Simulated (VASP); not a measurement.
Here is a VASP 6.6.1 calculation.

Contents of INCAR:

```
SYSTEM = BeCd3Te4
PREC = Accurate
ENCUT = 520
EDIFF = 1E-7
ISMEAR = 0
SIGMA = 0.2
LREAL = .False.
LASPH = .True.
NELM = 80
ALGO = Normal
ISIF = 2
LWAVE = .False.
LCHARG = .True.
GGA = PE
LELF = .True.
LVHAR = .True.
NBANDS = 41
```

The input KPOINTS:

```
regular mesh
0
Gamma
  4 4 4
  0 0 0
```

POSCAR

```
BeCd3Te4
1.0
   -4.2170293000      4.2170293000      5.1620645905
    4.2170293000     -4.2170293000      5.1620645905
    4.2170293000      4.2170293000     -5.1620645905
Be Cd Te
1 3 4
Direct
    0.5000000000      0.5000000000      0.0000000000
    0.7280979493      0.7280979493      0.0000000000
    0.2719020507      0.2719020507      0.0000000000
    0.0000000000      0.0000000000      0.0000000000
    0.0000000000      0.3378494533      0.3378494533
    0.0000000000      0.6621505467      0.6621505467
    0.3378494533      0.0000000000      0.3378494533
    0.6621505467      0.0000000000      0.6621505467
```

Potentials or basis: VASP PAW PBE potentials, release 64 (Be, Cd, Te).

Command:

```sh
$ cat potpaw_PBE.64/Be/POTCAR potpaw_PBE.64/Cd/POTCAR potpaw_PBE.64/Te/POTCAR > POTCAR
$ mpirun -np 1 vasp_std > vasp.out
```

**Question.** Estimate the largest force.

**Answer.** 0.057 eV/Å.

**Question.** Estimate the pressure.

**Answer.** 0.3 GPa.

**Question.** What does it give for the band gap on the k mesh?

**Answer.** Zero (bands 31 and 32 overlap by 0.32 eV).

Stress tensor (GPa, compression positive):
```
0.35 0.00 0.00
0.00 0.35 0.00
0.00 0.00 0.24
```

Caveat: semilocal functionals underestimate gaps, so a narrow gap can read as zero; spin-orbit coupling is left out, which moves the levels of the heavy elements.
